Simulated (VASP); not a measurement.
Au: single point with r2SCAN

The system is Au.

```
Au
1.0
     2.98700    0.00000    0.00000
    -1.49350    2.58682    0.00000
     0.00000    0.00000    5.02640
Au
2
Direct
  0.33333 0.66667 0.75000
  0.66667 0.33333 0.25000
```

This cell differs from its parent crystal: strain +0.030 along x and y, +0.030 along z.

```json
{"Program": "VASP 6.6.1", "Task": "single point", "Functional": "r2SCAN", "Potentials or basis": "VASP PAW PBE potentials, release 64 (Au)", "Cutoff": "520 eV", "k mesh": "18 × 18 × 10", "Occupations": "gaussian, width 0.15 eV", "Spin": "no spin polarisation", "Dipole correction": "no", "Further INCAR settings": "ALGO = Normal; EDIFF = 1e-07; NBANDS = 18"}
```

```json
{
  "Pressure": "-11.1 GPa",
  "Band gap on the k mesh": "zero (bands 11 and 12 overlap by 6.45 eV)"
}
```

Stress tensor (GPa, compression positive):
```
-11.32   0.00   0.00
  0.00 -11.32   0.00
  0.00   0.00 -10.62
```

Levels at points of the mesh, in eV from the Fermi level:
| k point | band 8 | band 9 | band 10 | band 11 | band 12 | band 13 | band 14 | band 15 |
| --- | --- | --- | --- | --- | --- | --- | --- | --- |
| (0.00, 0.00, 0.00) | -3.36 | -3.36 | -2.25 | -2.25 | -0.34 | 2.13 | 15.45 | 16.32 |
| (0.50, 0.00, 0.00) | -2.07 | -1.97 | -1.83 | 0.47 | 1.36 | 5.71 | 6.73 | 7.22 |
| (0.00, 0.00, 0.50) | -4.21 | -2.63 | -2.63 | -2.63 | -2.63 | 10.22 | 10.22 | 15.67 |
| (0.50, 0.00, 0.50) | -2.34 | -1.89 | -1.89 | 0.92 | 0.92 | 3.47 | 3.47 | 13.21 |

Run time: 3 min on 1 thread of Intel(R) Xeon(R) 6975P-C (Granite Rapids) (shared host), peak memory 0.26 GiB.

Caveat: the cell differs from its parent crystal (strain +0.030 along x and y, +0.030 along z); the cell stands under tension; the PAW data sets were made with another functional, which shifts forces and pressure a little; spin-orbit coupling is left out, which moves the levels of the heavy elements.
